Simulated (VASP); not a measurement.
A run of VASP 6.6.1:

Contents of INCAR:

```
ALGO     = Normal         # electronic algorithm
EDIFF    = 1E-7           # SCF threshold, eV
ENCUT    = 520            # plane-wave cutoff, eV
GGA      = PS             # functional
ISIF     = 2              # what is computed and relaxed
ISMEAR   = 0              # smearing method
LASPH    = T              # aspherical terms in the spheres
LCHARG   = F              # write CHGCAR
LREAL    = F              # projectors in reciprocal space
LWAVE    = F              # write WAVECAR
NBANDS   = 35             # bands
NELM     = 60             # most SCF steps
PREC     = Accurate       # precision mode
SIGMA    = 0.1            # smearing width, eV
```

File KPOINTS:

```
k-points
0
Gamma
  8 8 10
```

Contents of POSCAR:

```
PbO2
1.0
    4.8473428794      0.0000000000      0.0000000000
    0.0000000000      4.8473428794      0.0000000000
    0.0000000000      0.0000000000      3.5161065524
Pb O
2 4
Direct
    0.0000000000      0.0000000000      0.0000000000
    0.5000000000      0.5000000000      0.5000000000
    0.3082142202      0.3082142202      0.0000000000
    0.1917857798      0.8082142202      0.5000000000
    0.6917857798      0.6917857798      0.0000000000
    0.8082142202      0.1917857798      0.5000000000
```

Potentials or basis: VASP PAW PBE potentials, release 64 (Pb_d, O).

Launch:

```bash
$ cat potpaw_PBE.64/Pb_d/POTCAR potpaw_PBE.64/O/POTCAR > POTCAR
$ mpirun -np 1 vasp_std > vasp.out
```

Hardware: 1 thread of Intel(R) Xeon(R) Platinum 8559C (Emerald Rapids), on a shared host.

How long does it take, and how much memory?

It took 2.4 min on 1 thread of Intel(R) Xeon(R) Platinum 8559C (Emerald Rapids), on a shared host, peak memory 0.33 GiB. Counts: scf iterations 15, k points 90.
